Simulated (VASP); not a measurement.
MgScF3:

```
Sc Mg F
1.0
     3.68371    0.00000    0.00000
     0.00000    3.68371    0.00000
     0.00000    0.00000    3.68371
Sc Mg F
1 1 3
Direct
  0.50000 0.50000 0.50000
  0.00000 0.00000 0.00000
  0.50000 0.00000 0.00000
  0.00000 0.50000 0.00000
  0.00000 0.00000 0.50000
```

| Quantity | Value |
| --- | --- |
| Program | VASP 6.6.1 |
| Task | relaxation of cell and atoms |
| Functional | r2SCAN |
| Potentials or basis | VASP PAW PBE potentials, release 64 (Sc_sv, Mg, F) |
| Cutoff | 600 eV |
| k mesh | 5 × 5 × 5 |
| Occupations | tetrahedron |
| Spin | no spin polarisation |
| Hubbard terms | Sc d U = 1.0 eV |

At the start: pressure 28.6 GPa; volume 10.00 Å³/atom.

Problem. How do energy, volume and symmetry change on relaxing?

Solution. Over 3 steps the energy falls by 194.7 meV/atom and the volume is 12.56 Å³/atom (+25.7 %); space group Pm-3m (No. 221, to 0.05 Å).

The path:
```csv
step,energy change (eV),largest force (eV/Å),pressure (GPa),volume (Å³)
1,0.0000,0.0000,28.55,49.99
2,-0.9684,0.0000,-1.43,64.02
3,-0.9736,0.0000,0.09,62.82
```

Final structure:
```xyz
5
Lattice="3.9753 0.0000 0.0000 0.0000 3.9753 0.0000 0.0000 0.0000 3.9753" Properties=species:S:1:pos:R:3 pbc="T T T"
Sc    1.9876    1.9876    1.9876
Mg    0.0000    0.0000    0.0000
F     1.9876    0.0000    0.0000
F     0.0000    1.9876    0.0000
F     0.0000    0.0000    1.9876
```

Caveat: the volume moved by over 15 % at a fixed basis, so the end points are rough; the PAW data sets were made with another functional, which shifts forces and pressure a little; U without spin polarisation on a metal has little footing; tetrahedron occupations give inexact forces and stress in metals.
